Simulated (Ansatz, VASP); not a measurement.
Sr: VASP beside Ansatz

The input INCAR:

```
SYSTEM = Sr
PREC = Accurate ; ENCUT = 520
EDIFF = 1E-7 ; ISMEAR = -1
SIGMA = 0.08 ; LREAL = .FALSE.
LASPH = .TRUE. ; NELM = 60
ALGO = Normal ; ISIF = 2
LWAVE = .FALSE. ; LCHARG = .FALSE.
NBANDS = 11
```

The input KPOINTS:

```
Automatic mesh
0
G
  10 10 10
  0 0 0
```

POSCAR

```
Sr
1.0
    0.0000000000      3.1020190703      3.1020190703
    3.1020190703      0.0000000000      3.1020190703
    3.1020190703      3.1020190703      0.0000000000
Sr
1
Direct
    0.0000000000      0.0000000000      0.0000000000
```

Input for Ansatz:

```yaml
crystal:
  lattice:
    - [0.0, 3.1020190703, 3.1020190703]
    - [3.1020190703, 0.0, 3.1020190703]
    - [3.1020190703, 3.1020190703, 0.0]
  atoms:
    - { symbol: Sr, position: [0.0, 0.0, 0.0] }
kpoints:
  mp_grid: { grid: [10, 10, 10] }
  band_path:
    path:
      - [0.0, 0.0, 0.0]
      - [0.5, 0.0, 0.5]
      - [0.625, 0.25, 0.625]
      - [0.375, 0.375, 0.75]
      - [0.0, 0.0, 0.0]
      - [0.5, 0.5, 0.5]
      - [0.5, 0.25, 0.75]
      - [0.5, 0.0, 0.5]
    npoints: 5
scf:
  occupations: { method: fermi_dirac, width: 0.08 }
hamiltonian:
  xc: lda
  pseudopotentials: { kind: all_electron, lapw: { basis_error: 0.0005 } }
output:
  forces: true
  stress: true
  eigenvalues: true
```

Change from the starting cell: volume scaled by 1.06.

Alike in both runs: task single point; functional LDA; k mesh 10 × 10 × 10; occupations fermi-dirac, width 0.08 eV; no spin polarisation.

```csv
,VASP,Ansatz
version,VASP 6.6.1,Ansatz 0.2.0
potentials or method,"VASP PAW LDA potentials, release 64 (Sr_sv), cutoff 520 eV","all-electron LAPW, scalar-relativistic"
```

|  | VASP | Ansatz | Ansatz less VASP |
| --- | --- | --- | --- |
| pressure (GPa) | -2.0 | -2.0 | +0.01 |

LDA's correlation is that of Perdew and Zunger in VASP and of Perdew and Wang (1992) in Ansatz. Ansatz ran all-electron here, and VASP with PAW potentials.
